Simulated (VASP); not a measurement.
# CaO (Fm-3m) in VASP: notebook, part 2 of 2

VASP 6.6.1. Earlier steps stand in the parts before.

## Step 3: Single point, PBEsol (13.05 Å³/atom)

This run uses another cell than the first one, of 13.05 Å³/atom.

INCAR

```
SYSTEM = CaO
PREC     = Accurate       ! precision mode
ENCUT    = 520            ! plane-wave cutoff, eV
EDIFF    = 1E-7           ! SCF threshold, eV
ISMEAR   = -1             ! smearing method
SIGMA    = 0.05           ! smearing width, eV
LREAL    = .FALSE.        ! projectors in reciprocal space
LASPH    = .TRUE.         ! aspherical terms in the spheres
NELM     = 100            ! most SCF steps
ALGO     = Normal         ! electronic algorithm
ISIF     = 2              ! what is computed and relaxed
LWAVE    = .FALSE.        ! write WAVECAR
LCHARG   = .FALSE.        ! write CHGCAR
GGA      = PS             ! functional
NBANDS   = 15             ! bands
```

KPOINTS

```
regular mesh
0
G
  10 10 10
  0 0 0
```

POSCAR

```
CaO
1.0
    0.0000000000      2.3544897713      2.3544897713
    2.3544897713      0.0000000000      2.3544897713
    2.3544897713      2.3544897713      0.0000000000
Ca O
1 1
Direct
    0.0000000000      0.0000000000      0.0000000000
    0.5000000000      0.5000000000      0.5000000000
```

Potentials or basis: VASP PAW PBE potentials, release 64 (Ca_sv, O).

The run is started by

```bash
$ cat potpaw_PBE.64/Ca_sv/POTCAR potpaw_PBE.64/O/POTCAR > POTCAR
$ mpirun -np 1 vasp_std > vasp.out
```

OUTCAR:

```text
SYSTEM = CaO
   PREC = Accurate
   ENCUT = 520
   EDIFF = 1E-7
   ISMEAR = -1
   LREAL = .FALSE.
   LASPH = .TRUE.
   NELM = 100
   ISIF = 2
   GGA = PS

 ion  position               nearest neighbor table
   1  0.000  0.000  0.000-   2 2.35   2 2.35   2 2.35   2 2.35   2 2.35   2 2.35
   2  0.500  0.500  0.500-   1 2.35   1 2.35   1 2.35   1 2.35   1 2.35   1 2.35

  LATTYP: Found a face centered cubic cell.
 ALAT       =     4.7089795426

  Lattice vectors:

 A1 = (   0.0000000000,   2.3544897713,   2.3544897713)
 A2 = (   2.3544897713,   0.0000000000,   2.3544897713)
 A3 = (   2.3544897713,   2.3544897713,   0.0000000000)

Analysis of symmetry for initial positions (statically):
=====================================================================
 Subroutine PRICEL returns:
 Original cell was already a primitive cell.

 Routine SETGRP: Setting up the symmetry group for a
 face centered cubic supercell.

 Subroutine GETGRP returns: Found 48 space group operations
 (whereof 48 operations were pure point group operations)
 out of a pool of 48 trial point group operations.

The static configuration has the point symmetry O_h .

Analysis of symmetry for dynamics (positions and initial velocities):
=====================================================================
 Subroutine PRICEL returns:
 Original cell was already a primitive cell.

 Routine SETGRP: Setting up the symmetry group for a
 face centered cubic supercell.

 Subroutine GETGRP returns: Found 48 space group operations
 (whereof 48 operations were pure point group operations)
 out of a pool of 48 trial point group operations.

The dynamic configuration has the point symmetry O_h .

 Subroutine INISYM returns: Found 48 space group operations
 (whereof 48 operations are pure point group operations),
 and found     1 'primitive' translations

----------------------------------------------------------------------------------------

                                     Primitive cell

  volume of cell :      26.1048

  direct lattice vectors                    reciprocal lattice vectors
     0.000000000  2.354489771  2.354489771    -0.212360235  0.212360235  0.212360235
     2.354489771  0.000000000  2.354489771     0.212360235 -0.212360235  0.212360235
     2.354489771  2.354489771  0.000000000     0.212360235  0.212360235 -0.212360235

  length of vectors
     3.329751367  3.329751367  3.329751367     0.367818716  0.367818716  0.367818716

  position of ions in fractional coordinates (direct lattice)
     0.000000000  0.000000000  0.000000000
     0.500000000  0.500000000  0.500000000

  ion indices of the primitive-cell ions
   primitive index   ion index
                 1           1
                 2           2

----------------------------------------------------------------------------------------

 KPOINTS: regular mesh

Automatic generation of k-mesh.
 Grid dimensions read from file:
 generate k-points for:   10   10   10

 Generating k-lattice:

  Cartesian coordinates                     Fractional coordinates (reciprocal lattice)
    -0.021236023  0.021236023  0.021236023     0.100000000  0.000000000  0.000000000
     0.021236023 -0.021236023  0.021236023     0.000000000  0.100000000  0.000000000
     0.021236023  0.021236023 -0.021236023     0.000000000  0.000000000  0.100000000

  Length of vectors
     0.036781872  0.036781872  0.036781872

  Shift w.r.t. Gamma in fractional coordinates (k-lattice)
     0.000000000  0.000000000  0.000000000

 Subroutine IBZKPT returns following result:
 ===========================================

 Found     47 irreducible k-points:

 Following reciprocal coordinates:
            Coordinates               Weight
  0.000000  0.000000  0.000000      1.000000
  0.100000  0.000000  0.000000      8.000000
  0.200000  0.000000  0.000000      8.000000
  0.300000  0.000000  0.000000      8.000000
  0.400000  0.000000  0.000000      8.000000
  0.500000  0.000000  0.000000      4.000000
[... 16 lines left out ...]
  0.300000  0.300000  0.000000      6.000000
  0.400000  0.300000  0.000000     24.000000
 [... further k-points ...]
   k-points           NKPTS =     47   k-points in BZ     NKDIM =     47   number of bands    NBANDS=     15
   number of dos      NEDOS =    301   number of ions     NIONS =      2
   total plane-waves  NPLWV =  21952
   dimension x,y,z NGX =    28 NGY =   28 NGZ =   28
   dimension x,y,z NGXF=    56 NGYF=   56 NGZF=   56
   ions per type =               1   1
   NGX,Y,Z   is equivalent  to a cutoff of  13.98, 13.98, 13.98 a.u.
   NGXF,Y,Z  is equivalent  to a cutoff of  27.96, 27.96, 27.96 a.u.
 SYSTEM =  CaO
   PREC   = accura    normal or accurate (medium, high low for compatibility)
   ISTART =      0    job   : 0-new  1-cont  2-samecut
   ICHARG =      2    charge: 1-file 2-atom 10-const
   ISPIN  =      1    spin polarized calculation?
   LNONCOLLINEAR =      F non collinear calculations
   LSORBIT =      F    spin-orbit coupling
   LASPH  =      T    aspherical Exc in radial PAW
   ENCUT  =  520.0 eV  38.22 Ry    6.18 a.u.   6.19  6.19  6.19*2*pi/ulx,y,z
   NELM   =    100;   NELMIN=  2; NELMDL= -5     # of ELM steps
   EDIFF  = 0.1E-06   stopping-criterion for ELM
   LREAL  =      F    real-space projection
   EDIFFG = 0.1E-05   stopping-criterion for IOM
   NSW    =      0    number of steps for IOM
   IBRION =     -1    ionic relax: 0-MD 1-quasi-New 2-CG
   NFREE  =      0    steps in history (QN), initial steepest desc. (CG)
   ISIF   =      2    stress and relaxation
   ISYM   =      2    0-nonsym 1-usesym 2-fastsym
   POTIM  = 0.5000    time-step for ionic-motion
   TEBEG  =    0.0;   TEEND  =   0.0 temperature during run
   PSTRESS=    0.0 pullay stress
   NELECT =      16.0000    total number of electrons
   NUPDOWN=      -1.0000    fix difference up-down
   EMIN   =  10.00;   EMAX   =-10.00  energy-range for DOS
   EFERMI =   0.00;   METHOD = LEGACY
   ISMEAR =    -1;   SIGMA  =   0.05  broadening in eV -4-tet -1-fermi 0-gaus
   EFERMI_NEDOS =   21; number of points for ismear=-14 and -15
   IALGO  =     38    algorithm
   IMIX   =      4    mixing-type and parameters
     AMIX     =   0.40;   BMIX     =  1.00
     AMIX_MAG =   1.60;   BMIX_MAG =  1.00
  volume/ion in A,a.u.               =      13.05        88.08
  Fermi-wavevector in a.u.,A,eV,Ry     =   1.390619  2.627888 26.311218  1.933820
  Thomas-Fermi vector in A             =   2.514536
   LORBIT       =      0    0 simple, 1 ext, 2 COOP (PROOUT), +10 PAW based schemes
   GGA     = PS    functional components
   LHFCALC =     F    Hartree Fock is set to
   AEXX    =    0.0000 exact exchange contribution
   IVDW    =     0    specifies the selected vdW correction
   LEPSILON=     F    determine dielectric tensor
   LRPA    =     F    only Hartree local field effects (RPA)
 non-spin polarized calculation
  energy-cutoff  :      520.00
  volume of cell :       26.10
 maximum number of plane-waves:       725
 NGX is ok and might be reduce to    28
   NGX = 13   NGY = 13   NGZ = 13

 number of electron      15.9999999 magnetization

 Free energy of the ion-electron system (eV)
  ---------------------------------------------------
  ext. energy  EPLUGINS =         0.00000000
  ---------------------------------------------------
  free energy    TOTEN  =       -13.39160283 eV

  energy without entropy =      -13.39160283  energy(sigma->0) =      -13.39160283

 E-fermi :   3.5262     XC(G=0): -11.0452

 val. band max:        2.5549918519   @ k =   0.0000   0.0000   0.0000
 cond. band min:       6.0521664177   @ k =   0.5000   0.5000   0.0000
 fundamental gap:      3.4971745658
 Fermi energy:         3.5261957775

 k-point     1 :       0.0000    0.0000    0.0000
  band No.  band energies     occupation
      1     -34.5914      2.00000
      2     -15.3807      2.00000
      3     -15.3807      2.00000
      4     -15.3807      2.00000
      5     -13.0104      2.00000
      6       2.5550      2.00000
      7       2.5550      2.00000
      8       2.5550      2.00000
      9       7.6295      0.00000
     10       8.8860      0.00000
     11       8.8860      0.00000
     12       8.8860      0.00000
     13      10.5352      0.00000
     14      10.5352      0.00000
     15      17.7594      0.00000
[... 397 lines left out ...]
 k-point    24 :       0.4000    0.3000    0.0000
  band No.  band energies     occupation
      1     -34.4443      2.00000
      2     -16.2346      2.00000
      3     -15.6352      2.00000
      4     -15.5990      2.00000
      5     -12.3674      2.00000
      6       0.8028      2.00000
      7       1.9788      2.00000
      8       2.0868      2.00000
      9       6.7820      0.00000
     10      10.6165      0.00000
     11      11.7054      0.00000
     12      11.8280      0.00000
     13      11.9662      0.00000
     14      13.8915      0.00000
     15      18.8574      0.00000

 [... further k-points ...]
[... 5 lines left out ...]
  --------------------------------------------------------------------------------------
  -------------------------------------------------------------------------------------
  Total        0.8779141      0.8779141      0.8779141      0.0000000      0.0000000     -0.0000000
  in kB       53.8818128     53.8818128     53.8818128      0.0000000      0.0000000     -0.0000000
  external PRESSURE =      53.8818128 kB  Pullay stress =       0.0000000 kB

 VOLUME and BASIS-vectors are now :
 -----------------------------------------------------------------------------
  energy-cutoff  :      520.00
  volume of cell :       26.10
      direct lattice vectors                 reciprocal lattice vectors
     0.000000000  2.354489771  2.354489771    -0.212360235  0.212360235  0.212360235
     2.354489771  0.000000000  2.354489771     0.212360235 -0.212360235  0.212360235
     2.354489771  2.354489771  0.000000000     0.212360235  0.212360235 -0.212360235

 POSITION                                       TOTAL-FORCE (eV/Angst)
 -----------------------------------------------------------------------------------
      0.00000      0.00000      0.00000        -0.000000      0.000000      0.000000
      2.35449      2.35449      2.35449         0.000000     -0.000000     -0.000000
 -----------------------------------------------------------------------------------
    total drift:                                0.000000      0.000000      0.000000

  FREE ENERGIE OF THE ION-ELECTRON SYSTEM (eV)
  ---------------------------------------------------
  free  energy   TOTEN  =       -13.3916028288 eV

  energy  without entropy=      -13.3916028288  energy(sigma->0) =      -13.39160283
```

Wall time 19 s (1 thread of Intel Xeon Platinum 8488C (Sapphire Rapids), shared host); peak memory 0.16 GiB.

What came out:

```yaml
Free_energy: -13.3916 eV
Pressure: 5.4 GPa
Band_gap_on_the_k_mesh: 3.50 eV (least direct gap 3.86 eV)
```

Levels at points of the mesh, in eV from the valence-band top:
| k point | band 4 | band 5 | band 6 | band 7 | band 8 | band 9 | band 10 | band 11 | band 12 | band 13 |
| --- | --- | --- | --- | --- | --- | --- | --- | --- | --- | --- |
| (0.00, 0.00, 0.00) | -17.94 | -15.57 | 0.00 | 0.00 | 0.00 | 5.07 | 6.33 | 6.33 | 6.33 | 7.98 |
| (0.50, 0.00, 0.00) | -18.00 | -14.04 | -2.85 | -1.35 | -1.35 | 7.30 | 8.71 | 8.71 | 8.81 | 11.00 |
| (0.50, 0.50, 0.00) | -18.22 | -15.33 | -1.28 | -0.36 | -0.36 | 3.50 | 8.51 | 9.27 | 10.01 | 10.01 |

Caveat: the cell stands under pressure; the PAW data sets were made with another functional, which shifts forces and pressure a little. A k mesh can miss the band edges.

## Step 4: Single point, PBEsol (14.16 Å³/atom)

This run uses another cell than the first one, of 14.16 Å³/atom.

INCAR

```
SYSTEM = CaO
PREC = Accurate
ENCUT = 520
EDIFF = 1E-6
ISMEAR = -1
SIGMA = 0.05
LREAL = .FALSE.
LASPH = .TRUE.
NELM = 100
ALGO = Normal
ISIF = 2
LWAVE = .FALSE.
LCHARG = .FALSE.
GGA = PS
NBANDS = 15
```

KPOINTS

```
Automatic mesh
0
G
  10 10 10
  0 0 0
```

POSCAR

```
CaO
1.0
    0.0000000000      2.4194737473      2.4194737473
    2.4194737473      0.0000000000      2.4194737473
    2.4194737473      2.4194737473      0.0000000000
Ca O
1 1
Direct
    0.0000000000      0.0000000000      0.0000000000
    0.5000000000      0.5000000000      0.5000000000
```

The run is started by

```bash
$ cat potpaw_PBE.64/Ca_sv/POTCAR potpaw_PBE.64/O/POTCAR > POTCAR
$ mpirun -np 1 vasp_std > vasp.out
```

It took 14 s on 1 thread of Intel Xeon Platinum 8488C (Sapphire Rapids), shared host; peak memory 0.16 GiB.

The run converged. Its results:

- Free energy: -13.3979 eV
- Pressure: -4.2 GPa
- Band gap on the k mesh: 3.54 eV (least direct gap 3.93 eV)

Levels at points of the mesh, in eV from the valence-band top:
| k point | band 5 | band 6 | band 7 | band 8 | band 9 | band 10 | band 11 | band 12 |
| --- | --- | --- | --- | --- | --- | --- | --- | --- |
| (0.00, 0.00, 0.00) | -15.40 | 0.00 | 0.00 | 0.00 | 4.40 | 6.15 | 6.15 | 6.15 |
| (0.50, 0.00, 0.00) | -14.25 | -2.65 | -1.18 | -1.18 | 6.92 | 8.18 | 8.27 | 8.27 |
| (0.50, 0.50, 0.00) | -15.16 | -1.33 | -0.38 | -0.38 | 3.54 | 7.89 | 8.81 | 9.46 |

Caveat: the cell stands under tension; the PAW data sets were made with another functional, which shifts forces and pressure a little.

## Step 5: Single point, PBEsol (14.72 Å³/atom)

This run uses another cell than the first one, of 14.72 Å³/atom.

INCAR

```
SYSTEM = CaO
  PREC = Accurate
  ENCUT = 520
  EDIFF = 1E-6
  ISMEAR = -1
  SIGMA = 0.05
  LREAL = .False.
  LASPH = .True.
  NELM = 100
  ALGO = Normal
  ISIF = 2
  LWAVE = .False.
  LCHARG = .False.
  GGA = PS
  NBANDS = 15
```

KPOINTS

```
regular mesh
0
Gamma
  10 10 10
  0 0 0
```

POSCAR

```
CaO
1.0
    0.0000000000      2.4506962070      2.4506962070
    2.4506962070      0.0000000000      2.4506962070
    2.4506962070      2.4506962070      0.0000000000
Ca O
1 1
Direct
    0.0000000000      0.0000000000      0.0000000000
    0.5000000000      0.5000000000      0.5000000000
```

The run is started by

```bash
$ cat potpaw_PBE.64/Ca_sv/POTCAR potpaw_PBE.64/O/POTCAR > POTCAR
$ mpirun -np 1 vasp_std > vasp.out
```

Run time: 14 s. Hardware: 1 thread of Intel Xeon Platinum 8488C (Sapphire Rapids), shared host; peak memory 0.16 GiB.

It converged, with:

```yaml
Free_energy: -13.3580 eV
Pressure: -7.6 GPa
Band_gap_on_the_k_mesh: 3.55 eV (least direct gap 3.94 eV)
```

Levels at points of the mesh, in eV from the valence-band top:
```
           k point  band 6  band 7  band 8  band 9  band 10  band 11
(0.00, 0.00, 0.00)    0.00    0.00    0.00    4.11     6.05     6.05
(0.50, 0.00, 0.00)   -2.56   -1.11   -1.11    6.75     7.90     8.06
(0.50, 0.50, 0.00)   -1.34   -0.39   -0.39    3.55     7.62     8.59
```

Caveat: the cell stands under tension; the PAW data sets were made with another functional, which shifts forces and pressure a little. A k mesh can miss the band edges.

## Step 6: Single point, r2SCAN+rVV10

POSCAR

```
CaO
1.0
    0.0000000000      2.4035556960      2.4035556960
    2.4035556960      0.0000000000      2.4035556960
    2.4035556960      2.4035556960      0.0000000000
Ca O
1 1
Direct
    0.0000000000      0.0000000000      0.0000000000
    0.5000000000      0.5000000000      0.5000000000
```

INCAR.step1

```
SYSTEM = CaO
ALGO = Normal ; EDIFF = 1E-4
ENCUT = 520 ; GGA = PE
ISMEAR = -5 ; LASPH = .TRUE.
LCHARG = .FALSE. ; LREAL = .FALSE.
LWAVE = .TRUE. ; NBANDS = 15
NELM = 80 ; PREC = Accurate
SIGMA = 0.1
```

INCAR.step2

```
SYSTEM = CaO
ALGO = Normal ; BPARAM = 11.95
CPARAM = 0.0093 ; EDIFF = 1E-7
ENCUT = 520 ; ISIF = 2
ISMEAR = -5 ; ISTART = 1
IVDW_NL = 2 ; LASPH = .TRUE.
LCHARG = .FALSE. ; LMIXTAU = .TRUE.
LREAL = .FALSE. ; LUSE_VDW = .TRUE.
LWAVE = .FALSE. ; METAGGA = R2SCAN
NBANDS = 15 ; NELM = 80
PREC = Accurate ; SIGMA = 0.1
```

KPOINTS

```
k-points
0
G
  10 10 10
  0 0 0
```

Potentials or basis: VASP PAW PBE potentials, release 64 (Ca_sv, O).

The run is started by

```bash
$ cat potpaw_PBE.64/Ca_sv/POTCAR potpaw_PBE.64/O/POTCAR > POTCAR
$ cp INCAR.step1 INCAR
$ mpirun -np 1 vasp_std > vasp.out
$ cp INCAR.step2 INCAR
$ mpirun -np 1 vasp_std > vasp.out
```

Wall time 2.7 min (1 thread of Intel Xeon 8259CL, shared host); peak memory 0.28 GiB.

It converged, with:

| Property | Result |
| --- | --- |
| Free energy | -19.0347 eV |
| Pressure | -0.9 GPa |
| Band gap on the k mesh | 4.15 eV (least direct gap 4.53 eV) |

Levels at points of the mesh, in eV from the valence-band top:
| k point | band 6 | band 7 | band 8 | band 9 | band 10 | band 11 |
| --- | --- | --- | --- | --- | --- | --- |
| (0.00, 0.00, 0.00) | 0.00 | 0.00 | 0.00 | 5.36 | 6.85 | 6.85 |
| (0.50, 0.00, 0.00) | -2.62 | -1.20 | -1.20 | 7.68 | 9.05 | 9.05 |
| (0.50, 0.50, 0.00) | -1.30 | -0.38 | -0.38 | 4.15 | 8.76 | 9.65 |

Caveat: the PAW data sets were made with another functional, which shifts forces and pressure a little.

## Step 7: Summary

```csv
level,cell,k mesh,smearing,grid for exact exchange (PRECFOCK),share of exact exchange,gap on the mesh (eV),pressure (GPa)
PBE-based global hybrid with 50 % exact exchange,"a = 3.399 Å, angles 60.0°, 2 atoms",6 × 6 × 6,fermi-dirac 0.05 eV,Normal,0.5,8.57,-2.4
PBEsol,"a = 3.330 Å, angles 60.0°, 2 atoms",10 × 10 × 10,fermi-dirac 0.05 eV,-,-,3.50,5.4
PBEsol,"a = 3.422 Å, angles 60.0°, 2 atoms",10 × 10 × 10,fermi-dirac 0.05 eV,-,-,3.54,-4.2
PBEsol,"a = 3.466 Å, angles 60.0°, 2 atoms",10 × 10 × 10,fermi-dirac 0.05 eV,-,-,3.55,-7.6
r2SCAN+rVV10,"a = 3.399 Å, angles 60.0°, 2 atoms",10 × 10 × 10,tetrahedron,-,-,4.15,-0.9
```

Alike in all rows: task single point; potentials or basis VASP PAW PBE potentials, release 64 (Ca_sv, O); no spin polarisation; cutoff (eV) 520.

Caveats: the PAW data sets were made with another functional, which shifts forces and pressure a little; the cell stands under tension (at least some runs); the cell stands under pressure (at least some runs).

Absolute energies hang on the potentials; compare differences alone.
